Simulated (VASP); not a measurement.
Set up this calculation in VASP 6.6.1, as the native input.

```
Task                   : relaxation of cell and atoms
Functional             : PBEsol
Potentials or basis    : VASP PAW PBE potentials, release 64 (Ti_sv)
Cutoff                 : 500 eV
k mesh                 : 11 × 11 × 11
Occupations            : fermi-dirac, width 0.1 eV
Spin                   : no spin polarisation
Target pressure        : 15 GPa
Dipole correction      : no
Further INCAR settings : ALGO = Normal; EDIFF = 1e-07; IBRION = 2; EDIFFG = -0.02; NSW = 60; ISIF = 3
```

The structure of Ti lies in POSCAR:

```
Ti
1.0
   -1.6400000000      1.6400000000      1.6400000000
    1.6400000000     -1.6400000000      1.6400000000
    1.6400000000      1.6400000000     -1.6400000000
Ti
1
Direct
    0.0000000000      0.0000000000      0.0000000000
```

This isn't the form of Ti at room conditions, which is hcp.

The input as run:

INCAR

```
PREC = Accurate
ENCUT = 500
EDIFF = 1E-7
ISMEAR = -1
SIGMA = 0.1
LREAL = False
LASPH = True
NELM = 120
ALGO = Normal
ISIF = 3
LWAVE = False
LCHARG = False
GGA = PS
IBRION = 2
NSW = 60
EDIFFG = -0.02
PSTRESS = 150.0
GGA_COMPAT = False
NELMIN = 4
```

KPOINTS

```
regular mesh
0
Gamma
  11 11 11
```

Potentials or basis: VASP PAW PBE potentials, release 64 (Ti_sv).

The run is started by

```bash
$ cat potpaw_PBE.64/Ti_sv/POTCAR > POTCAR
$ mpirun -np 1 vasp_std > vasp.out
```

It gave:

```
Relaxed volume                                             : 14.80 Å³/atom
Relaxed cell                                               : a = 2.679 Å, b = 2.679 Å, c = 2.679 Å, α = 109.47°, β = 109.47°, γ = 109.47°
Space group after relaxing (to 0.1 Å)                      : Im-3m (No. 229)
Energy change on relaxing (the run minimises the enthalpy) : +52.8 meV/atom
Ionic steps                                                : 4
Pressure after relaxing                                    : 14.9 GPa
Band gap on the k mesh                                     : zero (bands 6 and 7 overlap by 1.89 eV)
```

Caveat: the cell is relaxed towards a set pressure, so the run minimises the enthalpy, not the energy; the volume moved by over 15 % at a fixed basis, so the end points are rough; the PAW data sets were made with another functional, which shifts forces and pressure a little.

It took 37 s on 1 thread of Intel(R) Xeon(R) Platinum 8488C (Sapphire Rapids) (shared host), peak memory 0.15 GiB.
